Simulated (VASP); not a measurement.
# BP (F-43m) in VASP: further runs

BP is run at these levels: LDA; tasks: single point.

All numbers are computed with VASP 6.6.1; they aren't measurements. Logs are shortened: lines on timing, memory, paths and dates and some standing lists are left out, and cuts for length are marked.

## Step 1: The cell of the first run

The structure is cubic, space group F-43m (No. 216). The conventional cell has a = 4.598 Å, b = 4.598 Å, c = 4.598 Å, α = 90.00°, β = 90.00°, γ = 90.00°. Within 2.6 Å of P (site symmetry -43m) lie 4 B at 1.99 Å. B (site symmetry -43m) has 4 P at 1.99 Å within 2.6 Å.

## Step 2: Single point, LDA

INCAR

```
PREC = Accurate ; ENCUT = 520
EDIFF = 1E-6 ; ISMEAR = -1
SIGMA = 0.05 ; LREAL = False
LASPH = True ; NELM = 60
ALGO = Normal ; ISIF = 2
LWAVE = False ; LCHARG = False
GGA = CA ; NBANDS = 11
```

KPOINTS

```
regular mesh
0
Gamma
  10 10 10
```

POSCAR

```
BP
1.0
    0.0000000000      2.2988586873      2.2988586873
    2.2988586873      0.0000000000      2.2988586873
    2.2988586873      2.2988586873      0.0000000000
P B
1 1
Direct
    0.7500000000      0.7500000000      0.7500000000
    0.0000000000      0.0000000000      0.0000000000
```

Potentials or basis: VASP PAW LDA potentials, release 64 (P, B).

Launch:

```console
cat potpaw_LDA.64/P/POTCAR potpaw_LDA.64/B/POTCAR > POTCAR
mpirun -np 1 vasp_std > vasp.out
```

OUTCAR:

```text
PREC = Accurate
   ENCUT = 520
   EDIFF = 1E-6
   ISMEAR = -1
   LREAL = False
   LASPH = True
   NELM = 60
   ISIF = 2
   GGA = CA

 ion  position               nearest neighbor table
   1  0.750  0.750  0.750-   2 1.99   2 1.99   2 1.99   2 1.99
   2  0.000  0.000  0.000-   1 1.99   1 1.99   1 1.99   1 1.99

  LATTYP: Found a face centered cubic cell.
 ALAT       =     4.5977173746

  Lattice vectors:

 A1 = (   0.0000000000,   2.2988586873,   2.2988586873)
 A2 = (   2.2988586873,   0.0000000000,   2.2988586873)
 A3 = (   2.2988586873,   2.2988586873,   0.0000000000)

Analysis of symmetry for initial positions (statically):
=====================================================================
 Subroutine PRICEL returns:
 Original cell was already a primitive cell.

 Routine SETGRP: Setting up the symmetry group for a
 face centered cubic supercell.

 Subroutine GETGRP returns: Found 24 space group operations
 (whereof 24 operations were pure point group operations)
 out of a pool of 48 trial point group operations.

The static configuration has the point symmetry T_d .

Analysis of symmetry for dynamics (positions and initial velocities):
=====================================================================
 Subroutine PRICEL returns:
 Original cell was already a primitive cell.

 Routine SETGRP: Setting up the symmetry group for a
 face centered cubic supercell.

 Subroutine GETGRP returns: Found 24 space group operations
 (whereof 24 operations were pure point group operations)
 out of a pool of 48 trial point group operations.

The dynamic configuration has the point symmetry T_d .

 Subroutine INISYM returns: Found 24 space group operations
 (whereof 24 operations are pure point group operations),
 and found     1 'primitive' translations

----------------------------------------------------------------------------------------

                                     Primitive cell

  volume of cell :      24.2978

  direct lattice vectors                    reciprocal lattice vectors
     0.000000000  2.298858687  2.298858687    -0.217499232  0.217499232  0.217499232
     2.298858687  0.000000000  2.298858687     0.217499232 -0.217499232  0.217499232
     2.298858687  2.298858687  0.000000000     0.217499232  0.217499232 -0.217499232

  length of vectors
     3.251077134  3.251077134  3.251077134     0.376719721  0.376719721  0.376719721

  position of ions in fractional coordinates (direct lattice)
     0.750000000  0.750000000  0.750000000
     0.000000000  0.000000000  0.000000000

  ion indices of the primitive-cell ions
   primitive index   ion index
                 1           1
                 2           2

----------------------------------------------------------------------------------------

 KPOINTS: regular mesh

Automatic generation of k-mesh.
 Grid dimensions read from file:
 generate k-points for:   10   10   10

 Generating k-lattice:

  Cartesian coordinates                     Fractional coordinates (reciprocal lattice)
    -0.021749923  0.021749923  0.021749923     0.100000000  0.000000000  0.000000000
     0.021749923 -0.021749923  0.021749923     0.000000000  0.100000000  0.000000000
     0.021749923  0.021749923 -0.021749923     0.000000000  0.000000000  0.100000000

  Length of vectors
     0.037671972  0.037671972  0.037671972

  Shift w.r.t. Gamma in fractional coordinates (k-lattice)
     0.000000000  0.000000000  0.000000000

 Subroutine IBZKPT returns following result:
 ===========================================

 Found     47 irreducible k-points:

 Following reciprocal coordinates:
            Coordinates               Weight
  0.000000  0.000000  0.000000      1.000000
  0.100000  0.000000  0.000000      8.000000
  0.200000  0.000000  0.000000      8.000000
  0.300000  0.000000  0.000000      8.000000
  0.400000  0.000000  0.000000      8.000000
  0.500000  0.000000  0.000000      4.000000
[... 16 lines left out ...]
  0.300000  0.300000  0.000000      6.000000
  0.400000  0.300000  0.000000     24.000000
 [... further k-points ...]
   k-points           NKPTS =     47   k-points in BZ     NKDIM =     47   number of bands    NBANDS=     11
   number of dos      NEDOS =    301   number of ions     NIONS =      2
   total plane-waves  NPLWV =  13824
   dimension x,y,z NGX =    24 NGY =   24 NGZ =   24
   dimension x,y,z NGXF=    48 NGYF=   48 NGZF=   48
   ions per type =               1   1
   NGX,Y,Z   is equivalent  to a cutoff of  12.27, 12.27, 12.27 a.u.
   NGXF,Y,Z  is equivalent  to a cutoff of  24.55, 24.55, 24.55 a.u.
 SYSTEM =  unknown system
   PREC   = accura    normal or accurate (medium, high low for compatibility)
   ISTART =      0    job   : 0-new  1-cont  2-samecut
   ICHARG =      2    charge: 1-file 2-atom 10-const
   ISPIN  =      1    spin polarized calculation?
   LNONCOLLINEAR =      F non collinear calculations
   LSORBIT =      F    spin-orbit coupling
   LASPH  =      T    aspherical Exc in radial PAW
   ENCUT  =  520.0 eV  38.22 Ry    6.18 a.u.   6.04  6.04  6.04*2*pi/ulx,y,z
   NELM   =     60;   NELMIN=  2; NELMDL= -5     # of ELM steps
   EDIFF  = 0.1E-05   stopping-criterion for ELM
   LREAL  =      F    real-space projection
   EDIFFG = 0.1E-04   stopping-criterion for IOM
   NSW    =      0    number of steps for IOM
   IBRION =     -1    ionic relax: 0-MD 1-quasi-New 2-CG
   NFREE  =      0    steps in history (QN), initial steepest desc. (CG)
   ISIF   =      2    stress and relaxation
   ISYM   =      2    0-nonsym 1-usesym 2-fastsym
   POTIM  = 0.5000    time-step for ionic-motion
   TEBEG  =    0.0;   TEEND  =   0.0 temperature during run
   PSTRESS=    0.0 pullay stress
   NELECT =       8.0000    total number of electrons
   NUPDOWN=      -1.0000    fix difference up-down
   EMIN   =  10.00;   EMAX   =-10.00  energy-range for DOS
[... 5 lines left out ...]
     AMIX     =   0.40;   BMIX     =  1.00
     AMIX_MAG =   1.60;   BMIX_MAG =  1.00
  volume/ion in A,a.u.               =      12.15        81.98
  Fermi-wavevector in a.u.,A,eV,Ry     =   1.130444  2.136230 17.386948  1.277905
  Thomas-Fermi vector in A             =   2.267141
   LORBIT       =      0    0 simple, 1 ext, 2 COOP (PROOUT), +10 PAW based schemes
   GGA     = CA    functional components
   LHFCALC =     F    Hartree Fock is set to
   AEXX    =    0.0000 exact exchange contribution
   IVDW    =     0    specifies the selected vdW correction
   LEPSILON=     F    determine dielectric tensor
   LRPA    =     F    only Hartree local field effects (RPA)
 non-spin polarized calculation
  energy-cutoff  :      520.00
  volume of cell :       24.30
 maximum number of plane-waves:       666
   NGX = 13   NGY = 13   NGZ = 13

 number of electron       7.9999999 magnetization

 Free energy of the ion-electron system (eV)
  ---------------------------------------------------
  ext. energy  EPLUGINS =         0.00000000
  ---------------------------------------------------
  free energy    TOTEN  =       -14.33961060 eV

  energy without entropy =      -14.33961054  energy(sigma->0) =      -14.33961057

 E-fermi :   7.5430     XC(G=0): -10.9269

 val. band max:        6.9443134539   @ k =   0.0000   0.0000   0.0000
 cond. band min:       8.1763870356   @ k =   0.4000   0.4000   0.0000
 fundamental gap:      1.2320735816
 Fermi energy:         7.5429992514

 k-point     1 :       0.0000    0.0000    0.0000
  band No.  band energies     occupation
      1      -8.1043      2.00000
      2       6.9443      1.99999
      3       6.9443      1.99999
      4       6.9443      1.99999
      5      10.2653      0.00000
      6      10.2653      0.00000
      7      10.2653      0.00000
      8      13.7236      0.00000
      9      17.9333      0.00000
     10      19.0131      0.00000
     11      19.0131      0.00000

 k-point     2 :       0.1000    0.0000    0.0000
  band No.  band energies     occupation
      1      -7.9301      2.00000
      2       5.6790      2.00000
      3       6.6609      2.00000
      4       6.6609      2.00000
      5      10.6518      0.00000
      6      10.6571      0.00000
      7      10.6571      0.00000
      8      14.2720      0.00000
      9      18.3178      0.00000
     10      18.3178      0.00000
     11      18.4776      0.00000

 k-point     3 :       0.2000    0.0000    0.0000
  band No.  band energies     occupation
      1      -7.4146      2.00000
      2       3.4049      2.00000
      3       6.1209      2.00000
      4       6.1209      2.00000
      5      10.7835      0.00000
      6      11.3564      0.00000
      7      11.3564      0.00000
      8      15.4956      0.00000
      9      17.7077      0.00000
     10      17.7077      0.00000
     11      19.3406      0.00000

 k-point     4 :       0.3000    0.0000    0.0000
  band No.  band energies     occupation
      1      -6.5882      2.00000
      2       1.1185      2.00000
      3       5.6468      2.00000
      4       5.6468      2.00000
      5      10.6615      0.00000
      6      11.6993      0.00000
      7      11.6993      0.00000
      8      16.4819      0.00000
      9      18.2286      0.00000
     10      18.2286      0.00000
     11      19.5858      0.00000
[... 239 lines left out ...]
 k-point    22 :      -0.2000    0.2000    0.0000
  band No.  band energies     occupation
      1      -6.3071      2.00000
      2       1.8294      2.00000
      3       2.9234      2.00000
      4       5.7406      2.00000
      5      11.2723      0.00000
      6      12.1233      0.00000
      7      13.1083      0.00000
      8      14.9148      0.00000
      9      16.3875      0.00000
     10      20.0998      0.00000
     11      22.0699      0.00000

 k-point    23 :       0.3000    0.3000    0.0000
  band No.  band energies     occupation
      1      -6.0635      2.00000
      2       2.2153      2.00000
      3       3.8427      2.00000
      4       3.8427      2.00000
      5       8.4414      0.00000
      6      10.7796      0.00000
      7      15.4943      0.00000
      8      15.4943      0.00000
      9      19.3956      0.00000
     10      21.1991      0.00000
     11      22.7118      0.00000

 k-point    24 :       0.4000    0.3000    0.0000
  band No.  band energies     occupation
      1      -5.2717      2.00000
      2       0.9396      2.00000
      3       3.0416      2.00000
      4       3.5573      2.00000
      5       8.7264      0.00000
      6      10.4887      0.00000
      7      16.0629      0.00000
      8      16.1098      0.00000
      9      20.3242      0.00000
     10      22.0037      0.00000
     11      23.2255      0.00000

 [... further k-points ...]
[... 5 lines left out ...]
  --------------------------------------------------------------------------------------
  -------------------------------------------------------------------------------------
  Total       -1.6610665     -1.6610665     -1.6610665     -0.0000000      0.0000000      0.0000000
  in kB     -109.5294195   -109.5294195   -109.5294195     -0.0000000      0.0000000      0.0000000
  external PRESSURE =    -109.5294195 kB  Pullay stress =       0.0000000 kB

 VOLUME and BASIS-vectors are now :
 -----------------------------------------------------------------------------
  energy-cutoff  :      520.00
  volume of cell :       24.30
      direct lattice vectors                 reciprocal lattice vectors
     0.000000000  2.298858687  2.298858687    -0.217499232  0.217499232  0.217499232
     2.298858687  0.000000000  2.298858687     0.217499232 -0.217499232  0.217499232
     2.298858687  2.298858687  0.000000000     0.217499232  0.217499232 -0.217499232

 POSITION                                       TOTAL-FORCE (eV/Angst)
 -----------------------------------------------------------------------------------
      3.44829      3.44829      3.44829         0.000000     -0.000000     -0.000000
      0.00000      0.00000      0.00000        -0.000000      0.000000      0.000000
 -----------------------------------------------------------------------------------
    total drift:                               -0.000000     -0.000000     -0.000000

  FREE ENERGIE OF THE ION-ELECTRON SYSTEM (eV)
  ---------------------------------------------------
  free  energy   TOTEN  =       -14.3396105961 eV

  energy  without entropy=      -14.3396105430  energy(sigma->0) =      -14.33961057
```

It took 21 s on 1 thread of AMD EPYC 7R13, shared host; peak memory 0.1 GiB.

What came out:

| Property | Result |
| --- | --- |
| Free energy | -14.3396 eV |
| Pressure | -11.0 GPa |
| Band gap on the k mesh | 1.23 eV, indirect (least direct gap 3.32 eV) |

Levels at points of the mesh, in eV from the valence-band top:
```
           k point  band 2  band 3  band 4  band 5  band 6  band 7
(0.00, 0.00, 0.00)    0.00    0.00    0.00    3.32    3.32    3.32
(0.50, 0.00, 0.00)   -8.74   -1.70   -1.70    3.55    4.65    4.65
(0.50, 0.50, 0.00)   -8.29   -3.97   -3.97    1.37    1.58   11.63
```

## Step 3: Single point, LDA

This run uses another cell than the first one, of 12.38 Å³/atom, 1.019 times its volume.

INCAR

```
SYSTEM = BP
PREC = Accurate ; ENCUT = 520
EDIFF = 1E-6 ; ISMEAR = -1
SIGMA = 0.05 ; LREAL = .FALSE.
LASPH = .TRUE. ; NELM = 100
ALGO = Normal ; ISIF = 2
LWAVE = .FALSE. ; LCHARG = .FALSE.
NBANDS = 11
```

KPOINTS

```
Automatic mesh
0
G
  10 10 10
  0 0 0
```

POSCAR

```
BP
1.0
    0.0000000000      2.3135014941      2.3135014941
    2.3135014941      0.0000000000      2.3135014941
    2.3135014941      2.3135014941      0.0000000000
P B
1 1
Direct
    0.7500000000      0.7500000000      0.7500000000
    0.0000000000      0.0000000000      0.0000000000
```

Potentials or basis: VASP PAW LDA potentials, release 64 (P, B).

Launch:

```console
cat potpaw_LDA.64/P/POTCAR potpaw_LDA.64/B/POTCAR > POTCAR
mpirun -np 1 vasp_std > vasp.out
```

OUTCAR:

```text
SYSTEM = BP
   PREC = Accurate
   ENCUT = 520
   EDIFF = 1E-6
   ISMEAR = -1
   LREAL = .FALSE.
   LASPH = .TRUE.
   NELM = 100
   ISIF = 2

 ion  position               nearest neighbor table
   1  0.750  0.750  0.750-   2 2.00   2 2.00   2 2.00   2 2.00
   2  0.000  0.000  0.000-   1 2.00   1 2.00   1 2.00   1 2.00

  LATTYP: Found a face centered cubic cell.
 ALAT       =     4.6270029882

  Lattice vectors:

 A1 = (   0.0000000000,   2.3135014941,   2.3135014941)
 A2 = (   2.3135014941,   0.0000000000,   2.3135014941)
 A3 = (   2.3135014941,   2.3135014941,   0.0000000000)

Analysis of symmetry for initial positions (statically):
=====================================================================
 Subroutine PRICEL returns:
 Original cell was already a primitive cell.

 Routine SETGRP: Setting up the symmetry group for a
 face centered cubic supercell.

 Subroutine GETGRP returns: Found 24 space group operations
 (whereof 24 operations were pure point group operations)
 out of a pool of 48 trial point group operations.

The static configuration has the point symmetry T_d .

Analysis of symmetry for dynamics (positions and initial velocities):
=====================================================================
[... 163 lines left out ...]

 k-point     1 :       0.0000    0.0000    0.0000
  band No.  band energies     occupation
      1      -8.1612      2.00000
      2       6.7246      1.99999
      3       6.7246      1.99999
      4       6.7246      1.99999
      5      10.0195      0.00000
      6      10.0195      0.00000
      7      10.0195      0.00000
      8      13.2236      0.00000
      9      17.5880      0.00000
     10      18.7398      0.00000
     11      18.7398      0.00000
[... 309 lines left out ...]
 k-point    24 :       0.4000    0.3000    0.0000
  band No.  band energies     occupation
      1      -5.3778      2.00000
      2       0.7601      2.00000
      3       2.8906      2.00000
      4       3.3956      2.00000
      5       8.5175      0.00000
      6      10.2691      0.00000
      7      15.7071      0.00000
      8      15.7715      0.00000
      9      19.8901      0.00000
     10      21.6795      0.00000
     11      22.7464      0.00000

 [... further k-points ...]
[... 5 lines left out ...]
  --------------------------------------------------------------------------------------
  -------------------------------------------------------------------------------------
  Total       -2.0676078     -2.0676078     -2.0676078     -0.0000000     -0.0000000      0.0000000
  in kB     -133.7640457   -133.7640457   -133.7640457     -0.0000000     -0.0000000      0.0000000
  external PRESSURE =    -133.7640457 kB  Pullay stress =       0.0000000 kB

 VOLUME and BASIS-vectors are now :
 -----------------------------------------------------------------------------
  energy-cutoff  :      520.00
  volume of cell :       24.77
      direct lattice vectors                 reciprocal lattice vectors
     0.000000000  2.313501494  2.313501494    -0.216122618  0.216122618  0.216122618
     2.313501494  0.000000000  2.313501494     0.216122618 -0.216122618  0.216122618
     2.313501494  2.313501494  0.000000000     0.216122618  0.216122618 -0.216122618

 POSITION                                       TOTAL-FORCE (eV/Angst)
 -----------------------------------------------------------------------------------
      3.47025      3.47025      3.47025        -0.000000     -0.000000     -0.000000
      0.00000      0.00000      0.00000         0.000000      0.000000      0.000000
 -----------------------------------------------------------------------------------
    total drift:                               -0.000000     -0.000000     -0.000000

  FREE ENERGIE OF THE ION-ELECTRON SYSTEM (eV)
  ---------------------------------------------------
  free  energy   TOTEN  =       -14.3042835096 eV

  energy  without entropy=      -14.3042834660  energy(sigma->0) =      -14.30428349
```

OSZICAR:

```text
N       E                     dE             d eps       ncg     rms          rms(c)
DAV:   1     0.720316056016E+01    0.72032E+01   -0.39159E+03  1034   0.647E+02
DAV:   2    -0.144083907474E+02   -0.21612E+02   -0.20738E+02  1425   0.107E+02
DAV:   3    -0.149987078629E+02   -0.59032E+00   -0.58899E+00  1294   0.155E+01
DAV:   4    -0.150011823146E+02   -0.24745E-02   -0.24741E-02  1211   0.121E+00
DAV:   5    -0.150011964479E+02   -0.14133E-04   -0.14133E-04  1266   0.886E-02    0.674E+00
DAV:   6    -0.144106081475E+02    0.59059E+00   -0.14261E+00  1160   0.492E+00    0.356E+00
DAV:   7    -0.143163578382E+02    0.94250E-01   -0.19426E-01  1280   0.222E+00    0.122E+00
DAV:   8    -0.143042484477E+02    0.12109E-01   -0.28384E-02  1202   0.883E-01    0.194E-01
DAV:   9    -0.143042827639E+02   -0.34316E-04   -0.79765E-04  1166   0.190E-01    0.127E-01
DAV:  10    -0.143042817491E+02    0.10148E-05   -0.12941E-04  1124   0.649E-02    0.314E-02
DAV:  11    -0.143042839974E+02   -0.22484E-05   -0.48254E-06  1279   0.121E-02    0.330E-02
DAV:  12    -0.143042835096E+02    0.48780E-06   -0.22035E-06   651   0.605E-03
   1 F= -.14304284E+02 E0= -.14304283E+02  d E =-.436547E-07
```

Wall time 20 s (1 thread of AMD EPYC 7R13, shared host); peak memory 0.1 GiB.

Results:

```yaml
Free_energy: -14.3043 eV
Pressure: -13.4 GPa
Band_gap_on_the_k_mesh: 1.25 eV, indirect (least direct gap 3.29 eV)
```

Levels at points of the mesh, in eV from the valence-band top:
| k point | band 1 | band 2 | band 3 | band 4 | band 5 | band 6 | band 7 | band 8 |
| --- | --- | --- | --- | --- | --- | --- | --- | --- |
| (0.00, 0.00, 0.00) | -14.89 | 0.00 | 0.00 | 0.00 | 3.29 | 3.29 | 3.29 | 6.50 |
| (0.50, 0.00, 0.00) | -11.77 | -8.61 | -1.68 | -1.68 | 3.43 | 4.63 | 4.63 | 9.71 |
| (0.50, 0.50, 0.00) | -10.36 | -8.19 | -3.90 | -3.90 | 1.40 | 1.60 | 11.46 | 11.46 |

A k mesh can miss the band edges. LDA gaps usually lie below the measured ones, often by a third to a half.
